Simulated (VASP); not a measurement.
A run of VASP 6.6.1 is set up as follows.

Contents of INCAR:

```
SYSTEM = As2P3
  PREC = Accurate
  ENCUT = 600
  EDIFF = 1E-7
  ISMEAR = 0
  SIGMA = 0.1
  LREAL = .False.
  LASPH = .True.
  NELM = 100
  ALGO = Normal
  ISIF = 3
  LWAVE = .False.
  LCHARG = .False.
  GGA = PE
  IBRION = 2
  NSW = 90
  EDIFFG = -0.04
```

Contents of KPOINTS:

```
Automatic mesh
0
Gamma
  6 6 4
  0 0 0
```

The input POSCAR:

```
As2P3
1.0
    4.4084203751      0.0000000000      0.0000000000
   -2.2042101875      3.8178040353      0.0000000000
    0.0000000000      0.0000000000      5.3227610578
P As
3 2
Direct
    0.0000000000      0.0000000000      0.0000000000
    0.3333333333      0.6666666667      0.6250000000
    0.6666666667      0.3333333333      0.3750000000
    0.3333333333      0.6666666667      0.1380000000
    0.6666666667      0.3333333333      0.8620000000
```

Potentials or basis: VASP PAW PBE potentials, release 64 (P, As).

The run is started by

```sh
$ cat potpaw_PBE.64/P/POTCAR potpaw_PBE.64/As/POTCAR > POTCAR
$ mpirun -np 1 vasp_std > vasp.out
```

Estimate the space group after relaxing (to 0.05 Å).

P-3m1 (No. 164).

Predict the relaxed cell.

a = 4.157 Å, b = 4.157 Å, c = 6.970 Å, α = 90.00°, β = 90.00°, γ = 120.00°.

Predict the relaxed volume.

20.86 Å³/atom.

Final structure:
```cif
data_structure
_symmetry_space_group_name_H-M 'P 1'
_symmetry_Int_Tables_number 1
_cell_length_a 4.1568
_cell_length_b 4.1568
_cell_length_c 6.9695
_cell_angle_alpha 90.000
_cell_angle_beta 90.000
_cell_angle_gamma 120.000
_cell_volume 104.29
loop_
_atom_site_label
_atom_site_type_symbol
_atom_site_fract_x
_atom_site_fract_y
_atom_site_fract_z
_atom_site_occupancy
P1 P 0.00000 0.00000 0.00000 1
P2 P 0.33333 0.66667 0.49150 1
P3 P 0.66667 0.33333 0.50850 1
As1 As 0.33333 0.66667 0.15333 1
As2 As 0.66667 0.33333 0.84667 1
```

Caveat: the volume moved by over 15 % at a fixed basis, so the end points are rough.
